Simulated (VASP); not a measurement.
Input of a VASP 6.6.1 run:

The input INCAR:

```
SYSTEM = TaN
PREC = Accurate ; ENCUT = 520
EDIFF = 1E-7 ; ISMEAR = 0
SIGMA = 0.15 ; LREAL = .False.
LASPH = .True. ; NELM = 100
ALGO = Normal ; ISIF = 2
LWAVE = .False. ; LCHARG = .False.
GGA = PE ; NBANDS = 15
```

File KPOINTS:

```
Automatic mesh
0
Gamma
  18 18 18
  0 0 0
```

File POSCAR:

```
TaN
1.0
    0.0000000000      2.1565528357      2.3112310993
    2.1565528357      0.0000000000      2.3112310993
    2.1565528357      2.1565528357      0.0000000000
Ta N
1 1
Direct
    0.4984171920      0.5015828080      0.5015828080
    0.0204473300     -0.0204473300     -0.0204473300
```

Potentials or basis: VASP PAW PBE potentials, release 64 (Ta_pv, N).

Run with:

```sh
$ cat potpaw_PBE.64/Ta_pv/POTCAR potpaw_PBE.64/N/POTCAR > POTCAR
$ mpirun -np 1 vasp_std > vasp.out
```

Q: What does it give for the largest force?

A: 1.089 eV/Å.

Q: Estimate the pressure.

A: 7.3 GPa.

Q: Estimate the band gap on the k mesh.

A: Zero (bands 8 and 9 overlap by 3.53 eV).

Stress tensor (GPa, compression positive):
```
 20.47   0.00   0.00
  0.00  15.41   0.00
  0.00   0.00 -13.87
```

Caveat: the cell differs from its parent crystal (atoms displaced along a vibrational mode, the cell strained); the stress differs along the axes, from -14 to 20 GPa; spin-orbit coupling is left out, which moves the levels of the heavy elements; forces of over 1 eV/Å act on the atoms, so gaps and moduli don't describe the material at rest.
